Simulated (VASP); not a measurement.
Crystal: V3Os.

```
V Os
1.0
     4.22230    0.00000    0.00000
     2.11115    3.65662    0.00000
     2.11115    1.21887    3.44749
V Os
3 1
Direct
  0.25000 0.25000 0.25000
  0.75000 0.75000 0.75000
  0.50000 0.50000 0.50000
  0.00000 0.00000 0.00000
```

Program: VASP 6.6.1. Alike in all runs: task single point; level LDA; potentials or basis VASP PAW LDA potentials, release 64 (V_sv, Os); cell as given; k mesh 7 × 7 × 7; cutoff (eV) 520; smearing fermi-dirac 0.1 eV.

Q: Order these runs on this cell by their pressure, lowest first.
A. spin collinear, ferromagnetic start; fixed moment (μB) 3.6
B. spin collinear, ferromagnetic start; fixed moment (μB) 4.5
C. spin collinear; fixed moment (μB) 0.9
D. spin collinear, ferromagnetic start; fixed moment (μB) 5.4
E. spin collinear, ferromagnetic start; fixed moment (μB) 1.8

A: C (-10.5 GPa), E (-8.7 GPa), A (-2.9 GPa), B (0.8 GPa), D (4.9 GPa).

Caveats: the total moment is fixed, so each spin has its own Fermi level; the cell stands under tension (at least some runs); the cell stands under pressure (at least some runs).
